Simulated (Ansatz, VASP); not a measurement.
TiAl: VASP beside Ansatz

Contents of INCAR:

```
ALGO = Fast
EDIFF = 1E-6
ENCUT = 520
GGA = PS
ISIF = 2
ISMEAR = 0
LASPH = T
LCHARG = T
LELF = T
LREAL = F
LVHAR = T
LWAVE = F
NBANDS = 14
NELM = 60
PREC = Accurate
SIGMA = 0.15
```

Contents of KPOINTS:

```
k-points
0
Gamma
  18 18 10
```

The input POSCAR:

```
TiAl
1.0
    2.8672622327      0.0000000000      0.0000000000
   -1.4336311163      2.4831219328      0.0000000000
    0.0000000000      0.0000000000      4.6780830000
Ti Al
1 1
Direct
    0.0201359423      0.0402718846      0.0000000000
    0.3333333333      0.6666666667      0.5000000000
```

Input for Ansatz:

```yaml
crystal:
  lattice:
    - [2.8672622327, 0.0, 0.0]
    - [-1.4336311163, 2.4831219328, 0.0]
    - [0.0, 0.0, 4.678083]
  atoms:
    - { symbol: Ti, position: [0.0201359423, 0.0402718846, 0.0] }
    - { symbol: Al, position: [0.3333333333, 0.6666666667, 0.5] }
basis:
  ecutwfc: 420
kpoints:
  mp_grid: { grid: [18, 18, 10] }
hamiltonian:
  xc: pbesol
scf:
  occupations: { method: gaussian, width: 0.15 }
output:
  forces: true
  stress: true
  eigenvalues: true
```

Alike in both runs: task single point; functional PBEsol; k mesh 18 × 18 × 10; occupations gaussian, width 0.15 eV; no spin polarisation.

|  | VASP | Ansatz |
| --- | --- | --- |
| version | VASP 6.6.1 | Ansatz 0.2.0 |
| potentials or method | VASP PAW PBE potentials, release 64 (Ti_sv, Al), cutoff 520 eV | scalar-relativistic, plane waves, PAW |
| valence electrons in the cell | 15 | 15 |

```tsv
	VASP	Ansatz	Ansatz less VASP
gap on the k mesh at the Fermi level (eV)	none	none	-
pressure (GPa)	-2.7	-2.7	-0.02
traceless stress, the component that is largest in VASP (GPa)	1.70	1.74	+0.032
rms of the force components (eV/Å)	0.126	0.126	0.0000
```

VASP's potentials were made for PBE, not for PBEsol. Atom by atom the forces differ by 0.000 eV/Å (rms over components). A gap of «none» marks a metal or a gap that the smearing closes.
